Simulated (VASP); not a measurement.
Here is a VASP 6.6.1 calculation.

POSCAR

```
Ge2P3
1.0
    3.4951673812      0.0000000000      0.0000000000
   -1.7475836906      3.0269037426      0.0000000000
    0.0000000000      0.0000000000      8.4226427103
Ge P
2 3
Direct
    0.3333333333      0.6666666667      0.1771535081
    0.6666666667      0.3333333333      0.8228464919
    0.0000000000      0.0000000000      0.0000000000
    0.3333333333      0.6666666667      0.5783710422
    0.6666666667      0.3333333333      0.4216289578
```

The input INCAR.step1:

```
SYSTEM = Ge2P3
ALGO = Normal ; EDIFF = 1E-4
ENCUT = 520 ; GGA = PE
ISMEAR = 0 ; LASPH = .TRUE.
LCHARG = .FALSE. ; LREAL = .FALSE.
LWAVE = .TRUE. ; NBANDS = 30
NELM = 80 ; PREC = Accurate
SIGMA = 0.1
```

Contents of INCAR.step2:

```
SYSTEM = Ge2P3
ALGO = Normal ; EDIFF = 1E-6
ENCUT = 520 ; ISIF = 2
ISMEAR = 0 ; ISTART = 1
LASPH = .TRUE. ; LCHARG = .TRUE.
LELF = .TRUE. ; LMIXTAU = .TRUE.
LREAL = .FALSE. ; LVHAR = .TRUE.
LWAVE = .FALSE. ; METAGGA = R2SCAN
NBANDS = 30 ; NELM = 80
PREC = Accurate ; SIGMA = 0.1
```

Contents of KPOINTS:

```
k-points
0
G
  6 6 4
  0 0 0
```

Potentials or basis: VASP PAW PBE potentials, release 64 (Ge_d, P).

Run with:

```sh
$ cat potpaw_PBE.64/Ge_d/POTCAR potpaw_PBE.64/P/POTCAR > POTCAR
$ cp INCAR.step1 INCAR
$ mpirun -np 1 vasp_std > vasp.out
$ cp INCAR.step2 INCAR
$ mpirun -np 1 vasp_std > vasp.out
```

Question: Estimate the pressure.

Answer: -0.2 GPa.

Question: Predict the largest force.

Answer: 0.081 eV/Å.

Forces on the atoms (eV/Å):
```
Ge   0.000  0.000 -0.016
Ge   0.000  0.000  0.016
P    0.000  0.000  0.000
P    0.000  0.000 -0.081
P    0.000  0.000  0.081
```

Caveat: the PAW data sets were made with another functional, which shifts forces and pressure a little; an odd number of electrons without spin polarisation forces a metal; a magnetic or distorted state may lie lower.
